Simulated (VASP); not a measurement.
Runs of VASP 6.6.1 on GaN. The structure is that of space group P6_3mc (No. 186), or close to it. The cells are those of the table. 

```tsv
level	cell	gap on the mesh (eV)	pressure (GPa)
PBE	a = 3.218, b = 3.218, c = 5.242 Å, angles 90.0, 90.0, 120.0°, 4 atoms	(c)	0.2
revPBE+D3(BJ)	a = 3.192, b = 3.192, c = 5.202 Å, angles 90.0, 90.0, 120.0°, 4 atoms	1.92	-0.2
r2SCAN+rVV10	a = 3.176, b = 3.176, c = 5.173 Å, angles 90.0, 90.0, 120.0°, 4 atoms	2.35	(a)
RPBE	a = 3.244, b = 3.244, c = 5.282 Å, angles 90.0, 90.0, 120.0°, 4 atoms	1.62	(b)
```

Alike in all rows: task single point; potentials or basis VASP PAW PBE potentials, release 64 (Ga_d, N); no spin polarisation; k mesh 6 × 6 × 4; cutoff (eV) 520; smearing gaussian 0.01 eV.

Estimate the missing entries.

(a) 1.0; (b) -0.1; (c) 1.72.

Caveats: the PAW data sets were made with another functional, which shifts forces and pressure a little (at least some runs).

A k mesh can miss the band edges, and the runs leave out spin-orbit coupling on Ga.
